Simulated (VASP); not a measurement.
# Al: single point with r2SCAN

Crystal: Al.

```
Al
1.0
     0.00000    1.86206    1.86206
     1.86206    0.00000    1.86206
     1.86206    1.86206    0.00000
Al
1
Direct
  0.00000 0.00000 0.00000
```

This cell differs from its parent crystal: strain -0.080 along x and y, -0.080 along z.

```yaml
Program: VASP 6.6.1
Task: single point
Functional: r2SCAN
Potentials_or_basis: VASP PAW PBE potentials, release 64 (Al)
Cutoff: 520 eV
k_mesh: 20 × 20 × 20
Occupations: gaussian, width 0.15 eV
Spin: no spin polarisation
```

```
Pressure : 29.8 GPa
```

Levels at points of the mesh, in eV from the Fermi level:
| k point | band 1 | band 2 | band 3 | band 4 |
| --- | --- | --- | --- | --- |
| (0.00, 0.00, 0.00) | -13.66 | 14.84 | 14.84 | 14.84 |
| (0.50, 0.00, 0.00) | -6.02 | -4.88 | 13.35 | 13.35 |
| (0.50, 0.50, 0.00) | -3.72 | -1.84 | 5.52 | 7.39 |

It took 100 s on 1 thread of AMD EPYC 7R13 Processor (Zen 3) (shared host), peak memory 0.1 GiB.

Caveat: the cell differs from its parent crystal (strain -0.080 along x and y, -0.080 along z); the PAW data sets were made with another functional, which shifts forces and pressure a little.
